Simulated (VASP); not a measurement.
Here is a VASP 6.6.1 calculation.

The input INCAR:

```
SYSTEM = Os
ALGO     = Normal         ! electronic algorithm
EDIFF    = 1E-6           ! SCF threshold, eV
ENCUT    = 520            ! plane-wave cutoff, eV
GGA      = RE             ! functional
ISIF     = 2              ! what is computed and relaxed
ISMEAR   = -1             ! smearing method
LASPH    = .True.         ! aspherical terms in the spheres
LCHARG   = .False.        ! write CHGCAR
LREAL    = .False.        ! projectors in reciprocal space
LWAVE    = .False.        ! write WAVECAR
NBANDS   = 24             ! bands
NELM     = 60             ! most SCF steps
PREC     = Accurate       ! precision mode
SIGMA    = 0.1            ! smearing width, eV
```

KPOINTS

```
k-points
0
Gamma
  15 15 4
  0 0 0
```

Contents of POSCAR:

```
Os
1.0
    2.8553468267      0.0000000000      0.0000000000
   -1.4276734134      2.4728028886      0.0000000000
    0.0000000000      0.0000000000      9.1653413744
Os
4
Direct
    0.0000000000      0.0000000000      0.0000000000
    1.0000000000      1.0000000000      0.5000000000
    0.3333333333      0.6666666667      0.2500000000
    0.6666666667      0.3333333333      0.7500000000
```

Potentials or basis: VASP PAW PBE potentials, release 64 (Os).

Launch:

```sh
$ cat potpaw_PBE.64/Os/POTCAR > POTCAR
$ mpirun -np 1 vasp_std > vasp.out
```

(1) What does it give for the pressure?

(2) Estimate the band gap on the k mesh.

Results:

(1) -33.5 GPa.

(2) zero (bands 16 and 17 overlap by 2.82 eV).

Caveat: the cell stands under tension; the PAW data sets were made with another functional, which shifts forces and pressure a little; spin-orbit coupling is left out, which moves the levels of the heavy elements.
